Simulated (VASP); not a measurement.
# Ca2Ti2N (P-3m1) in VASP: a series of runs

Runs on Ca2Ti2N. Level: PBE. Tasks: relaxation of cell and atoms.

Everything below comes from runs of VASP 6.6.1. Logs are shortened: lines on timing, memory, paths and dates and some standing lists are left out, and cuts for length are marked.

## 1. The cell of the first run

Symmetry: P-3m1, No. 164, trigonal system. The conventional cell has a = 3.287 Å, b = 3.287 Å, c = 11.087 Å, α = 90.00°, β = 90.00°, γ = 120.00°. Within 4.4 Å of Ca (site symmetry 3m) lie 9 Ca at 3.29 to 3.81 Å and 3 Ti at 3.47 Å and 3 N at 4.33 Å. Within 2.8 Å of Ti (site symmetry 3m) lie 3 N at 2.14 Å and 3 Ti at 2.74 Å. Within 2.8 Å of N (site symmetry -3m) lie 6 Ti at 2.14 Å.

The cell was generated, and may not be a known phase.

## 2. Relaxation of cell and atoms, PBE

INCAR

```
  PREC = Accurate
  ENCUT = 600
  EDIFF = 1E-7
  ISMEAR = 0
  SIGMA = 0.1
  LREAL = False
  LASPH = True
  NELM = 60
  ALGO = Normal
  ISIF = 3
  LWAVE = False
  LCHARG = False
  GGA = PE
  IBRION = 2
  NSW = 100
  EDIFFG = -0.01
```

KPOINTS

```
Automatic mesh
0
Gamma
  12 12 4
```

POSCAR

```
Ca2Ti2N
1.0
    3.2872378883      0.0000000000      0.0000000000
   -1.6436189442      2.8468315196      0.0000000000
    0.0000000000      0.0000000000     11.0867622839
Ca Ti N
2 2 1
Direct
    0.3333333333      0.6666666667      0.8512228435
    0.6666666667      0.3333333333      0.1487771565
    0.3333333333      0.6666666667      0.4108174511
    0.6666666667      0.3333333333      0.5891825489
    0.0000000000      0.0000000000      0.5000000000
```

Potentials or basis: VASP PAW PBE potentials, release 64 (Ca_sv, Ti_sv, N).

The run is started by

```sh
> cat potpaw_PBE.64/Ca_sv/POTCAR potpaw_PBE.64/Ti_sv/POTCAR potpaw_PBE.64/N/POTCAR > POTCAR
> mpirun -np 1 vasp_std > vasp.out
```

OUTCAR:

```text
PREC = Accurate
   ENCUT = 600
   EDIFF = 1E-7
   ISMEAR = 0
   LREAL = False
   LASPH = True
   NELM = 60
   ISIF = 3
   GGA = PE
   IBRION = 2
   NSW = 100
   EDIFFG = -0.01

 ion  position               nearest neighbor table
   1  0.333  0.667  0.851-
   2  0.667  0.333  0.149-
   3  0.333  0.667  0.411-   5 2.14   5 2.14   5 2.14   4 2.74   4 2.74   4 2.74
   4  0.667  0.333  0.589-   5 2.14   5 2.14   5 2.14   3 2.74   3 2.74   3 2.74
   5  0.000  0.000  0.500-   3 2.14   4 2.14   4 2.14   3 2.14   4 2.14   3 2.14

  LATTYP: Found a hexagonal cell.
 ALAT       =     3.2872378883
 C/A-ratio  =     3.3726680759

  Lattice vectors:

 A1 = (   3.2872378883,   0.0000000000,   0.0000000000)
 A2 = (  -1.6436189442,   2.8468315196,   0.0000000000)
 A3 = (   0.0000000000,   0.0000000000,  11.0867622839)

Analysis of symmetry for initial positions (statically):
=====================================================================
 Subroutine PRICEL returns:
 Original cell was already a primitive cell.

 Routine SETGRP: Setting up the symmetry group for a
 hexagonal supercell.

 Subroutine GETGRP returns: Found 12 space group operations
 (whereof 12 operations were pure point group operations)
 out of a pool of 24 trial point group operations.

The static configuration has the point symmetry D_3d.

Analysis of symmetry for dynamics (positions and initial velocities):
=====================================================================
 Subroutine PRICEL returns:
 Original cell was already a primitive cell.

 Routine SETGRP: Setting up the symmetry group for a
 hexagonal supercell.

 Subroutine GETGRP returns: Found 12 space group operations
 (whereof 12 operations were pure point group operations)
 out of a pool of 24 trial point group operations.

The dynamic configuration has the point symmetry D_3d.

 Subroutine INISYM returns: Found 12 space group operations
 (whereof 12 operations are pure point group operations),
 and found     1 'primitive' translations

----------------------------------------------------------------------------------------

                                     Primitive cell

  volume of cell :     103.7523

  direct lattice vectors                    reciprocal lattice vectors
     3.287237888  0.000000000  0.000000000     0.304206764  0.175633857  0.000000000
    -1.643618944  2.846831520  0.000000000     0.000000000  0.351267714  0.000000000
     0.000000000  0.000000000 11.086762284     0.000000000  0.000000000  0.090197659

  length of vectors
     3.287237888  3.287237888 11.086762284     0.351267714  0.351267714  0.090197659

  position of ions in fractional coordinates (direct lattice)
     0.333333333  0.666666667  0.851222843
     0.666666667  0.333333333  0.148777157
     0.333333333  0.666666667  0.410817451
     0.666666667  0.333333333  0.589182549
     0.000000000  0.000000000  0.500000000

  ion indices of the primitive-cell ions
   primitive index   ion index
                 1           1
                 2           2
                 3           3
                 4           4
                 5           5

----------------------------------------------------------------------------------------

 KPOINTS: Automatic mesh

Automatic generation of k-mesh.
 Grid dimensions read from file:
 generate k-points for:   12   12    4

 Generating k-lattice:

  Cartesian coordinates                     Fractional coordinates (reciprocal lattice)
     0.025350564  0.014636155  0.000000000     0.083333333  0.000000000  0.000000000
     0.000000000  0.029272309  0.000000000     0.000000000  0.083333333  0.000000000
     0.000000000  0.000000000  0.022549415     0.000000000  0.000000000  0.250000000

  Length of vectors
     0.029272309  0.029272309  0.022549415

  Shift w.r.t. Gamma in fractional coordinates (k-lattice)
     0.000000000  0.000000000  0.000000000

 Subroutine IBZKPT returns following result:
 ===========================================

 Found     69 irreducible k-points:

 Following reciprocal coordinates:
            Coordinates               Weight
  0.000000  0.000000  0.000000      1.000000
  0.083333  0.000000  0.000000      6.000000
  0.166667 -0.000000  0.000000      6.000000
  0.250000  0.000000  0.000000      6.000000
  0.333333 -0.000000  0.000000      6.000000
  0.416667  0.000000  0.000000      6.000000
[... 16 lines left out ...]
  0.166667 -0.000000  0.250000      6.000000
  0.000000  0.166667  0.250000      6.000000
 [... further k-points ...]
   k-points           NKPTS =     69   k-points in BZ     NKDIM =     69   number of bands    NBANDS=     29
   number of dos      NEDOS =    301   number of ions     NIONS =      5
   total plane-waves  NPLWV =  70560
   dimension x,y,z NGX =    28 NGY =   28 NGZ =   90
   dimension x,y,z NGXF=    56 NGYF=   56 NGZF=  180
   ions per type =               2   2   1
   NGX,Y,Z   is equivalent  to a cutoff of  14.16, 14.16, 13.50 a.u.
   NGXF,Y,Z  is equivalent  to a cutoff of  28.32, 28.32, 26.99 a.u.
 SYSTEM =  unknown system
   PREC   = accura    normal or accurate (medium, high low for compatibility)
   ISTART =      0    job   : 0-new  1-cont  2-samecut
   ICHARG =      2    charge: 1-file 2-atom 10-const
   ISPIN  =      1    spin polarized calculation?
   LNONCOLLINEAR =      F non collinear calculations
   LSORBIT =      F    spin-orbit coupling
   LASPH  =      T    aspherical Exc in radial PAW
   ENCUT  =  600.0 eV  44.10 Ry    6.64 a.u.   6.57  6.57 22.14*2*pi/ulx,y,z
   NELM   =     60;   NELMIN=  2; NELMDL= -5     # of ELM steps
   EDIFF  = 0.1E-06   stopping-criterion for ELM
   LREAL  =      F    real-space projection
   EDIFFG = -.1E-01   stopping-criterion for IOM
   NSW    =    100    number of steps for IOM
   IBRION =      2    ionic relax: 0-MD 1-quasi-New 2-CG
   NFREE  =      1    steps in history (QN), initial steepest desc. (CG)
   ISIF   =      3    stress and relaxation
   ISYM   =      2    0-nonsym 1-usesym 2-fastsym
   POTIM  = 0.5000    time-step for ionic-motion
   TEBEG  =    0.0;   TEEND  =   0.0 temperature during run
   PSTRESS=    0.0 pullay stress
   NELECT =      49.0000    total number of electrons
   NUPDOWN=      -1.0000    fix difference up-down
   EMIN   =  10.00;   EMAX   =-10.00  energy-range for DOS
   EFERMI =   0.00;   METHOD = LEGACY
   ISMEAR =     0;   SIGMA  =   0.10  broadening in eV -4-tet -1-fermi 0-gaus
   EFERMI_NEDOS =   21; number of points for ismear=-14 and -15
   IALGO  =     38    algorithm
   IMIX   =      4    mixing-type and parameters
     AMIX     =   0.40;   BMIX     =  1.00
     AMIX_MAG =   1.60;   BMIX_MAG =  1.00
  volume/ion in A,a.u.               =      20.75       140.03
  Fermi-wavevector in a.u.,A,eV,Ry     =   1.274895  2.409202 22.114317  1.625356
  Thomas-Fermi vector in A             =   2.407637
   LORBIT       =      0    0 simple, 1 ext, 2 COOP (PROOUT), +10 PAW based schemes
   GGA     = PE    functional components
   LHFCALC =     F    Hartree Fock is set to
   AEXX    =    0.0000 exact exchange contribution
   IVDW    =     0    specifies the selected vdW correction
   LEPSILON=     F    determine dielectric tensor
   LRPA    =     F    only Hartree local field effects (RPA)
 conjugate gradient relaxation of ions
 non-spin polarized calculation
 Gauss-broadening in eV      SIGMA  =   0.10
  energy-cutoff  :      600.00
  volume of cell :      103.75
 maximum number of plane-waves:      3525
 NGX is ok and might be reduce to    28
   NGX = 13   NGY = 13   NGZ = 45

--------------------------------------- Ionic step        1  -------------------------------------------

 number of electron      48.9999998 magnetization

 Free energy of the ion-electron system (eV)
  ---------------------------------------------------
  ext. energy  EPLUGINS =         0.00000000
  ---------------------------------------------------
  free energy    TOTEN  =       -29.89492271 eV

  energy without entropy =      -29.86387488  energy(sigma->0) =      -29.87939879

------------------------ aborting loop because EDIFF is reached ----------------------------------------

  FORCE on cell =-STRESS in cart. coord.  units (eV):
  Direction    XX          YY          ZZ          XY          YZ          ZX
  --------------------------------------------------------------------------------------
  -------------------------------------------------------------------------------------
  Total        0.0995706      0.0995706      0.0068541     -0.0000000      0.0000000     -0.0000000
  in kB        1.5376018      1.5376018      0.1058428     -0.0000000      0.0000000     -0.0000000
  external PRESSURE =       1.0603488 kB  Pullay stress =       0.0000000 kB
[... 180 lines left out ...]
  energy  without entropy=      -29.8642836484  energy(sigma->0) =      -29.87981358

--------------------------------------- Ionic step        6  -------------------------------------------

 number of electron      48.9999998 magnetization

 Free energy of the ion-electron system (eV)
  ---------------------------------------------------
  ext. energy  EPLUGINS =         0.00000000
  ---------------------------------------------------
  free energy    TOTEN  =       -29.89541157 eV

  energy without entropy =      -29.86430256  energy(sigma->0) =      -29.87985707

 E-fermi :   5.1773     XC(G=0):  -9.8695

 val. band max:        5.1722536591   @ k =   0.3333   0.2500   0.2500
 cond. band min:       5.1792079298   @ k =   0.0833   0.0833   0.5000
 fundamental gap:      0.0069542707
 Fermi energy:         5.1772783278

 k-point     1 :       0.0000    0.0000    0.0000
  band No.  band energies     occupation
      1     -51.9915      2.00000
      2     -51.8645      2.00000
      3     -36.0978      2.00000
      4     -36.0878      2.00000
      5     -28.5002      2.00000
      6     -28.1512      2.00000
[... 757 lines left out ...]
     28       6.3729      0.00000
     29       6.7471      0.00000

 [... further k-points ...]

------------------------ aborting loop because EDIFF is reached ----------------------------------------

  FORCE on cell =-STRESS in cart. coord.  units (eV):
  Direction    XX          YY          ZZ          XY          YZ          ZX
  --------------------------------------------------------------------------------------
  -------------------------------------------------------------------------------------
  Total       -0.0063463     -0.0063463      0.0375368      0.0000000     -0.0000000      0.0000000
  in kB       -0.0978241     -0.0978241      0.5786045      0.0000000     -0.0000000      0.0000000
  external PRESSURE =       0.1276521 kB  Pullay stress =       0.0000000 kB
[... 20 lines left out ...]
  FREE ENERGIE OF THE ION-ELECTRON SYSTEM (eV)
  ---------------------------------------------------
  free  energy   TOTEN  =       -29.8954115700 eV

  energy  without entropy=      -29.8643025641  energy(sigma->0) =      -29.87985707

 reached required accuracy - stopping structural energy minimisation
```

It took 24 min on 1 thread of Intel Xeon 8259CL, shared host; peak memory 0.44 GiB.

Results:

| Quantity | Value |
| --- | --- |
| Free energy | -29.8954 eV |
| Relaxed volume | 20.79 Å³/atom |
| Relaxed cell | a = 3.291 Å, b = 3.291 Å, c = 11.083 Å, α = 90.00°, β = 90.00°, γ = 120.00° |
| Space group after relaxing (to 0.1 Å) | P-3m1 (No. 164) |
| Energy gained by relaxing | 0.1 meV/atom |
| Ionic steps | 6 |
| Pressure after relaxing | 0.0 GPa |
| Band gap on the k mesh | zero (an odd number of electrons rules out a gap without spin polarisation) |

Forces in eV/Å, atoms in the order of the input:
```
Ca   0.000  0.000  0.000
Ca   0.000  0.000  0.000
Ti   0.000  0.000  0.002
Ti   0.000  0.000 -0.002
N    0.000  0.000  0.000
```

Step by step:
```tsv
step	energy change (eV)	largest force (eV/Å)	pressure (GPa)	volume (Å³)
1	0.0000	0.0393	0.11	103.75
2	-0.0002	0.0325	-0.07	103.96
3	-0.0002	0.0323	-0.07	103.96
4	-0.0003	0.0218	-0.03	103.93
5	-0.0004	0.0066	0.03	103.88
6	-0.0005	0.0024	0.01	103.94
```

Final structure:
```
Ca Ti N
1.0
     3.29085    0.00000    0.00000
    -1.64543    2.84996    0.00000
     0.00000    0.00000   11.08252
Ca Ti N
2 2 1
Cartesian
  0.0000 1.9000 9.4234
  1.6454 0.9500 1.6591
  0.0000 1.9000 4.5535
  1.6454 0.9500 6.5290
  3.2909 0.0000 5.5413
```

Levels at points of the mesh, in eV from the Fermi level:
```csv
k point,band 21,band 22,band 23,band 24,band 25,band 26,band 27,band 28
"(0.00, 0.00, 0.00)",-4.13,-2.83,-1.39,-0.11,-0.11,0.29,0.94,1.53
"(0.50, 0.00, 0.00)",-1.49,-0.94,-0.85,-0.53,-0.03,0.48,0.54,0.79
"(0.00, 0.00, 0.50)",-3.95,-3.18,-0.82,-0.34,-0.11,-0.11,1.30,1.41
"(0.50, 0.00, 0.50)",-1.49,-1.06,-0.79,-0.26,-0.23,0.52,0.57,0.63
```

## 3. Relaxation of cell and atoms, PBE

INCAR

```
PREC = Accurate
ENCUT = 600
EDIFF = 1E-6
ISMEAR = 0
SIGMA = 0.1
LREAL = False
LASPH = True
NELM = 60
ALGO = Normal
ISIF = 3
LWAVE = False
LCHARG = False
GGA = PE
IBRION = 2
NSW = 80
EDIFFG = -0.001
```

KPOINTS

```
regular mesh
0
Gamma
  12 12 4
```

POSCAR

```
Ca2Ti2N
1.0
    3.2886294151      0.0000000000      0.0000000000
   -1.6443147076      2.8480366171      0.0000000000
    0.0000000000      0.0000000000     11.0882488288
Ca Ti N
2 2 1
Direct
    0.3333333333      0.6666666667      0.8502678778
    0.6666666667      0.3333333333      0.1497321222
    0.3333333333      0.6666666667      0.4110030151
    0.6666666667      0.3333333333      0.5889969849
    0.0000000000      0.0000000000      0.5000000000
```

Potentials or basis: VASP PAW PBE potentials, release 64 (Ca_sv, Ti_sv, N).

The run is started by

```sh
> cat potpaw_PBE.64/Ca_sv/POTCAR potpaw_PBE.64/Ti_sv/POTCAR potpaw_PBE.64/N/POTCAR > POTCAR
> mpirun -np 1 vasp_std > vasp.out
```

Wall time 32 min (1 thread of Intel Xeon 8259CL, shared host); peak memory 0.44 GiB.

The run converged. Its results:

| Property | Result |
| --- | --- |
| Free energy | -29.8955 eV |
| Relaxed volume | 20.79 Å³/atom |
| Relaxed cell | a = 3.291 Å, b = 3.291 Å, c = 11.086 Å, α = 90.00°, β = 90.00°, γ = 120.00° |
| Space group after relaxing (to 0.1 Å) | P-3m1 (No. 164) |
| Energy gained by relaxing | 0.0 meV/atom |
| Ionic steps | 18 |
| Pressure after relaxing | 0.0 GPa |
| Band gap on the k mesh | zero (an odd number of electrons rules out a gap without spin polarisation) |

Final structure:
```
Ca Ti N
1.0
     3.29060    0.00000    0.00000
    -1.64530    2.84975    0.00000
     0.00000    0.00000   11.08634
Ca Ti N
2 2 1
Direct
  0.33333 0.66667 0.85026
  0.66667 0.33333 0.14974
  0.33333 0.66667 0.41090
  0.66667 0.33333 0.58910
  0.00000 0.00000 0.50000
```

Levels at points of the mesh, in eV from the Fermi level:
```tsv
k point	band 21	band 22	band 23	band 24	band 25	band 26	band 27	band 28
(0.00, 0.00, 0.00)	-4.13	-2.83	-1.39	-0.11	-0.11	0.29	0.94	1.52
(0.50, 0.00, 0.00)	-1.49	-0.94	-0.85	-0.53	-0.03	0.48	0.54	0.79
(0.00, 0.00, 0.50)	-3.95	-3.18	-0.82	-0.34	-0.11	-0.11	1.30	1.41
(0.50, 0.00, 0.50)	-1.49	-1.06	-0.79	-0.26	-0.23	0.52	0.57	0.63
```
